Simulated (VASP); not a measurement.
Here is a VASP 6.6.1 calculation.

INCAR

```
SYSTEM = Zn
ALGO = Normal ; EDIFF = 1E-7
ENCUT = 520 ; GGA = PE
ISIF = 2 ; ISMEAR = 0
ISPIN = 2 ; LASPH = .True.
LCHARG = .False. ; LORBIT = 11
LREAL = .False. ; LWAVE = .False.
MAGMOM = 0.5 0.5 0.5 0.5 ; NBANDS = 36
NELM = 150 ; PREC = Accurate
SIGMA = 0.05
```

File KPOINTS:

```
k-points
0
Gamma
  1 1 14
  0 0 0
```

Contents of POSCAR:

```
Zn
1.0
   11.5000000000      0.0000000000      0.0000000000
    0.0000000000      9.3000000000      0.0000000000
    0.0000000000      0.0000000000      4.7399811781
Zn
4
Direct
    0.3918047775      0.5000000000      0.0000000000
    0.3918047775      0.5000000000      0.5000000000
    0.6081952225      0.5000000000      0.0000000000
    0.6081952225      0.5000000000      0.5000000000
```

Potentials or basis: VASP PAW PBE potentials, release 64 (Zn).

Launch:

```bash
$ cat potpaw_PBE.64/Zn/POTCAR > POTCAR
$ mpirun -np 1 vasp_std > vasp.out
```

(1) Estimate the largest force.

(2) Estimate the net moment.

## Answers

(1) 0.373 eV/Å.

(2) 0.22 μB per cell.
